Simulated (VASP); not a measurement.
Set up this calculation in VASP 6.6.1, as the native input.

* Task: single point
* Functional: PBE
* Potentials or basis: VASP PAW PBE potentials, release 64 (Hf_pv, O, Sr_sv)
* Cutoff: 520 eV
* k mesh: 1 × 1 × 1
* Occupations: gaussian, width 0.01 eV
* Spin: no spin polarisation
* Dipole correction: no
* Further INCAR settings: LREAL = Auto; ALGO = Normal; EDIFF = 1e-06; NBANDS = 402

The structure of SrHf31O63 (a cell with a defect) lies in POSCAR:

```
SrHf31O63
1.0
   10.3232443400      0.0000000000     -0.0100672100
    0.0000000000     10.4249879500      0.0000000000
   -1.7858212400      0.0000000000     10.5551946600
Hf O Sr
31 63 1
Direct
    0.1356444894      0.2296946260      0.3534432516
    0.3607347539      0.4787691014      0.3941311982
    0.3633413162      0.2725647499      0.1456568590
    0.1401996373      0.0225670203      0.1053261173
    0.1417741791      0.2297733905      0.8561319461
    0.3656997163      0.4786768949      0.8938864808
    0.3598579936      0.2675728499      0.6460919810
    0.1321431847      0.0259266692      0.6023912476
    0.1366596991      0.7274660081      0.3526357076
    0.3625430213      0.9782791727      0.3937679183
    0.3628456936      0.7709780792      0.1444457092
    0.1392751041      0.5212304835      0.1038383877
    0.1359792369      0.7262605349      0.8551362978
    0.3656596171      0.9759490276      0.8947010703
    0.3399617411      0.7803269474      0.6410861311
    0.1379309763      0.5177872675      0.6026290772
    0.6386995167      0.2280122199      0.3565554680
    0.8607639375      0.4804363423      0.3980259298
    0.8619854975      0.2727193081      0.1479729840
    0.6381101244      0.0232155652      0.1061580927
    0.6408354219      0.2274634843      0.8550282476
    0.8628924554      0.4759210528      0.8978531530
    0.8633092844      0.2708492078      0.6477047285
    0.6375361720      0.0182371370      0.6056450981
    0.6373638736      0.7276092808      0.3538774331
    0.8588471979      0.9785475366      0.3978574649
    0.8650828489      0.7727274669      0.1513389968
    0.6398023994      0.5202597810      0.1051307724
    0.6512384413      0.7376067483      0.8711693181
    0.8678933541      0.9803115476      0.8975147919
    0.8612918279      0.7689792809      0.6448682643
    0.2091748316      0.3715138869      0.4843751952
    0.2762508110      0.1221907210      0.2612048975
    0.2800169749      0.1266508646      0.0115689836
    0.2250771714      0.3783239480      0.2372629715
    0.0334871662      0.1645412408      0.1733292903
    0.4671645043      0.4163127620      0.0737628047
    0.4685971152      0.3383049465      0.3248256880
    0.0297721683      0.0877943213      0.4249489605
    0.2272789551      0.3710266204      0.9896029277
    0.2748331845      0.1180554562      0.7626591994
    0.2737648550      0.1276871425      0.5110717656
    0.2265989081      0.3783740825      0.7401925587
    0.0346745532      0.1666400109      0.6758569479
    0.4401358020      0.4131536197      0.5713804704
    0.4681340530      0.3323121020      0.8267871831
    0.0361282997      0.0867480089      0.9254251030
    0.2190262881      0.8752063734      0.4876072290
    0.2727030094      0.6226841590      0.2578285849
    0.2765477996      0.6271347910      0.0088931983
    0.2244460209      0.8791547841      0.2383121119
    0.0330358293      0.6638332760      0.1748256879
    0.4704449704      0.9092882844      0.0690198989
    0.4681633884      0.8434659541      0.3177084075
    0.0361637731      0.5841629517      0.4233973435
    0.2269850127      0.8704723223      0.9870898595
    0.2789425347      0.6229352883      0.7583025662
    0.2760542631      0.6333336429      0.5114612975
    0.2201016958      0.8806522575      0.7368056636
    0.0355050806      0.6650889597      0.6749791535
    0.4672847372      0.8997520603      0.5715734394
    0.4681697917      0.8248304311      0.8120527298
    0.0331469921      0.5866345526      0.9256772427
    0.7338713673      0.3614545638      0.4860616741
    0.7750236368      0.1228372123      0.2635778960
    0.7757467979      0.1289894828      0.0131804181
    0.7225086463      0.3797327119      0.2389208541
    0.5327515923      0.1633149432      0.1742219277
    0.9671496587      0.4144063214      0.0760709530
    0.9647905223      0.3363242706      0.3247329366
    0.5310960548      0.0871522839      0.4275806646
    0.7246853712      0.3720196898      0.9928108006
    0.7770381501      0.1146684435      0.7619831778
    0.7744375566      0.1235278258      0.5149093698
    0.7382981615      0.3641862023      0.7542661738
    0.5335295010      0.1617895096      0.6750284320
    0.9651410672      0.4180668971      0.5799206409
    0.9755471430      0.3391971258      0.8278657410
    0.5362261842      0.0795988472      0.9226492155
    0.7205403322      0.8727074908      0.4900723995
    0.7740181583      0.6207379362      0.2604793615
    0.7770991350      0.6305739828      0.0184004048
    0.7254817461      0.8809632395      0.2402355036
    0.5344035767      0.6660703317      0.1680522565
    0.9697497134      0.9147870152      0.0778450037
    0.9667845418      0.8358145572      0.3286155942
    0.5189214163      0.5997259022      0.4163107467
    0.7302535231      0.8742460932      0.9949323140
    0.7739435024      0.6331261542      0.7747026079
    0.7859482307      0.6375569124      0.5031502012
    0.7200309188      0.8741804178      0.7406717228
    0.9642023781      0.9149446922      0.5772047937
    0.9679817377      0.8370772613      0.8268127865
    0.5387688302      0.5838982254      0.9104803576
    0.6345696567      0.5168772330      0.6111014279
```

One way to write it, as run:

INCAR

```
SYSTEM = SrHf31O63
PREC = Accurate ; ENCUT = 520
EDIFF = 1E-6 ; ISMEAR = 0
SIGMA = 0.01 ; LREAL = Auto
LASPH = .TRUE. ; NELM = 120
ALGO = Normal ; ISIF = 2
LWAVE = .FALSE. ; LCHARG = .TRUE.
GGA = PE ; LELF = .TRUE.
LVHAR = .TRUE. ; NBANDS = 402
GGA_COMPAT = .FALSE.
```

KPOINTS

```
regular mesh
0
G
  1 1 1
  0 0 0
```

Potentials or basis: VASP PAW PBE potentials, release 64 (Hf_pv, O, Sr_sv).

The run is started by

```sh
$ cat potpaw_PBE.64/Hf_pv/POTCAR potpaw_PBE.64/O/POTCAR potpaw_PBE.64/Sr_sv/POTCAR > POTCAR
$ mpirun -np 1 vasp_gam > vasp.out
```

It gave:

```
Pressure               : -1.2 GPa
Largest force          : 0.248 eV/Å
Band gap on the k mesh : 3.41 eV
```

Caveat: the k points lie up to 0.62 Å⁻¹ apart; spin-orbit coupling is left out, which moves the levels of the heavy elements.

Wall time 30 min on 1 thread of Intel Xeon 8259CL (shared host), peak memory 1.1 GiB.
